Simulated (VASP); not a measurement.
Sc:

```
Sc
1.0
     3.31000    0.00000    0.00000
    -1.65500    2.86654    0.00000
     0.00000    0.00000    5.27614
Sc
2
Direct
  0.33333 0.66667 0.75000
  0.66667 0.33333 0.25000
```

```yaml
Program: VASP 6.6.1
Task: relaxation of cell and atoms
Functional: PBE
Potentials_or_basis: VASP PAW PBE potentials, release 64 (Sc_sv)
Cutoff: 600 eV
k_mesh: 12 × 12 × 6
Occupations: gaussian, width 0.05 eV
Spin: no spin polarisation
```

At the start: pressure -0.8 GPa; volume 25.03 Å³/atom.

Task: Where does the relaxation end?

Result: Over 7 steps the energy falls by 3.4 meV/atom and the volume is 24.65 Å³/atom (-1.5 %); space group P6_3/mmc (No. 194, to 0.1 Å) before and after.

Step by step:
| step | energy change (eV) | largest force (eV/Å) | pressure (GPa) | volume (Å³) |
| --- | --- | --- | --- | --- |
| 1 | 0.0000 | 0.0000 | -0.79 | 50.06 |
| 2 | -0.0062 | 0.0000 | 0.15 | 49.16 |
| 3 | -0.0063 | 0.0000 | 0.26 | 49.07 |
| 4 | -0.0067 | 0.0000 | -0.01 | 49.29 |
| 5 | -0.0067 | 0.0000 | -0.04 | 49.32 |
| 6 | -0.0067 | 0.0000 | -0.04 | 49.33 |
| 7 | -0.0067 | 0.0000 | -0.01 | 49.29 |

Final structure:
```
CELL_PARAMETERS angstrom
3.31847 0.00000 0.00000
-1.65923 2.87388 0.00000
0.00000 0.00000 5.16845
ATOMIC_POSITIONS crystal
Sc 0.33333 0.66667 0.75000
Sc 0.66667 0.33333 0.25000
```
